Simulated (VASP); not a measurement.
Set up this calculation in VASP 6.6.1, as the native input.

| Property | Result |
| --- | --- |
| Task | relaxation of cell and atoms |
| Functional | PBE |
| Potentials or basis | VASP PAW PBE potentials, release 64 (Na_pv) |
| Cutoff | 600 eV |
| k mesh | 11 × 11 × 11 |
| Occupations | fermi-dirac, width 0.1 eV |
| Spin | no spin polarisation |
| Target pressure | -0.097 GPa |
| Dipole correction | no |
| Further INCAR settings | ALGO = Normal; EDIFF = 1e-06; IBRION = 2; EDIFFG = -0.005; NSW = 60; ISIF = 3 |

The structure of Na lies in POSCAR:

```
Na
1.0
    3.4413975977      0.0000000000      0.0000000000
    0.0000000000      3.4413975977      0.0000000000
    0.0000000000      0.0000000000      3.4413975977
Na
1
Direct
    0.0000000000      0.0000000000      0.0000000000
```

These files were run (other wordings do the same):

INCAR

```
PREC = Accurate
ENCUT = 600
EDIFF = 1E-6
ISMEAR = -1
SIGMA = 0.1
LREAL = False
LASPH = True
NELM = 60
ALGO = Normal
ISIF = 3
LWAVE = False
LCHARG = False
GGA = PE
IBRION = 2
NSW = 60
EDIFFG = -0.005
PSTRESS = -0.97
```

KPOINTS

```
regular mesh
0
Gamma
  11 11 11
```

Potentials or basis: VASP PAW PBE potentials, release 64 (Na_pv).

Command:

```bash
$ cat potpaw_PBE.64/Na_pv/POTCAR > POTCAR
$ mpirun -np 1 vasp_std > vasp.out
```

Results of the run:

```yaml
Relaxed_volume: 40.59 Å³/atom
Relaxed_cell: a = 3.437 Å, b = 3.437 Å, c = 3.437 Å, α = 90.00°, β = 90.00°, γ = 90.00°
Space_group_after_relaxing_to_0.05_Å: Pm-3m (No. 221)
Energy_change_on_relaxing_the_enthalpy_is_what_falls: -0.1 meV/atom
Ionic_steps: 3
Pressure_after_relaxing: -0.1 GPa
```

Caveat: the cell is relaxed towards a set pressure, so the enthalpy falls and the energy may rise.

It took 22 s on 1 thread of AMD EPYC 9R45 (Zen 5) (shared host), peak memory 0.12 GiB.
